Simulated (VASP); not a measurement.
# Na: single point with PBE

Crystal: Na.

```
Na
1.0
     0.00000    2.66473    2.66473
     2.66473    0.00000    2.66473
     2.66473    2.66473    0.00000
Na
1
Direct
  0.00000 0.00000 0.00000
```

```json
{
  "Program": "VASP 6.6.1",
  "Task": "single point",
  "Functional": "PBE",
  "Potentials or basis": "VASP PAW PBE potentials, release 64 (Na_pv)",
  "Cutoff": "520 eV",
  "k mesh": "6 × 6 × 6",
  "Occupations": "gaussian, width 0.05 eV",
  "Spin": "no spin polarisation",
  "Dipole correction": "no",
  "Further INCAR settings": "ALGO = Normal; EDIFF = 1e-06; NBANDS = 10"
}
```

```yaml
Pressure: -0.2 GPa
```

Levels at points of the mesh, in eV from the Fermi level:
| k point | band 1 | band 2 | band 3 | band 4 | band 5 | band 6 | band 7 | band 8 | band 9 |
| --- | --- | --- | --- | --- | --- | --- | --- | --- | --- |
| (0.00, 0.00, 0.00) | -24.66 | -24.66 | -24.66 | -2.99 | 11.22 | 11.22 | 11.22 | 12.30 | 12.73 |
| (0.50, 0.00, 0.00) | -24.70 | -24.67 | -24.67 | 0.80 | 1.19 | 10.27 | 10.27 | 11.27 | 11.27 |
| (0.50, 0.50, 0.00) | -24.70 | -24.68 | -24.68 | 2.00 | 2.53 | 6.46 | 7.29 | 7.29 | 9.18 |

It took 2.5 s on 1 thread of Intel(R) Xeon(R) 6975P-C (Granite Rapids) (shared host), peak memory 0.14 GiB.
